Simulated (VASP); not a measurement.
Input of a VASP 6.6.1 run:

File INCAR:

```
SYSTEM = Ag
PREC = Accurate ; ENCUT = 600
EDIFF = 1E-6 ; ISMEAR = -1
SIGMA = 0.05 ; LREAL = .False.
LASPH = .True. ; NELM = 80
ALGO = Normal ; ISIF = 3
LWAVE = .False. ; LCHARG = .False.
IBRION = 2 ; NSW = 80
EDIFFG = -0.01
```

KPOINTS

```
regular mesh
0
Gamma
  11 11 11
  0 0 0
```

Contents of POSCAR:

```
Ag
1.0
    0.0000000000      2.0427500000      2.0427500000
    2.0427500000      0.0000000000      2.0427500000
    2.0427500000      2.0427500000      0.0000000000
Ag
1
Direct
    0.0000000000      0.0000000000      0.0000000000
```

Potentials or basis: VASP PAW LDA potentials, release 64 (Ag).

The run is started by

```bash
$ cat potpaw_LDA.64/Ag/POTCAR > POTCAR
$ mpirun -np 1 vasp_std > vasp.out
```

(1) What does it give for the space group after relaxing (to 0.05 Å)?

(2) What does it give for the relaxed volume?

(3) Predict the relaxed cell.

## Answers

(1) Fm-3m (No. 225).

(2) 16.00 Å³/atom.

(3) a = 2.828 Å, b = 2.828 Å, c = 2.828 Å, α = 60.00°, β = 60.00°, γ = 60.00°.
